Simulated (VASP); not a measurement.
Set up this calculation in VASP 6.6.1, as the native input.

```
Task                   : single point
Functional             : PBE
Potentials or basis    : VASP PAW PBE potentials, release 64 (Zn)
Cutoff                 : 520 eV
k mesh                 : 24 × 24 × 12
Occupations            : gaussian, width 0.15 eV
Spin                   : no spin polarisation
Dipole correction      : no
Further INCAR settings : ALGO = Fast; EDIFF = 1e-06; NBANDS = 19
```

The structure of Zn lies in POSCAR:

```
Zn
1.0
    2.6647980532      0.0000000000      0.0000000000
   -1.3323990266      2.3077828100      0.0000000000
    0.0000000000      0.0000000000      4.9467000000
Zn
2
Direct
    0.3333333333      0.6666666667      0.2500000000
    0.6666666667      0.3333333333      0.7500000000
```

One way to write it, as run:

INCAR

```
SYSTEM = Zn
PREC = Accurate
ENCUT = 520
EDIFF = 1E-6
ISMEAR = 0
SIGMA = 0.15
LREAL = .FALSE.
LASPH = .TRUE.
NELM = 60
ALGO = Fast
ISIF = 2
LWAVE = .FALSE.
LCHARG = .FALSE.
GGA = PE
NBANDS = 19
```

KPOINTS

```
Automatic mesh
0
G
  24 24 12
  0 0 0
```

Potentials or basis: VASP PAW PBE potentials, release 64 (Zn).

Run with:

```console
$ cat potpaw_PBE.64/Zn/POTCAR > POTCAR
$ mpirun -np 1 vasp_std > vasp.out
```

It gave:

| Quantity | Value |
| --- | --- |
| Pressure | 0.1 GPa |
| Band gap on the k mesh | zero (band 12 reaches 4.55 eV, above the bottom of band 13 at 0.07 eV) |

It took 2.1 min on 1 thread of Intel(R) Xeon(R) Platinum 8488C (Sapphire Rapids), on a shared host, peak memory 0.3 GiB.
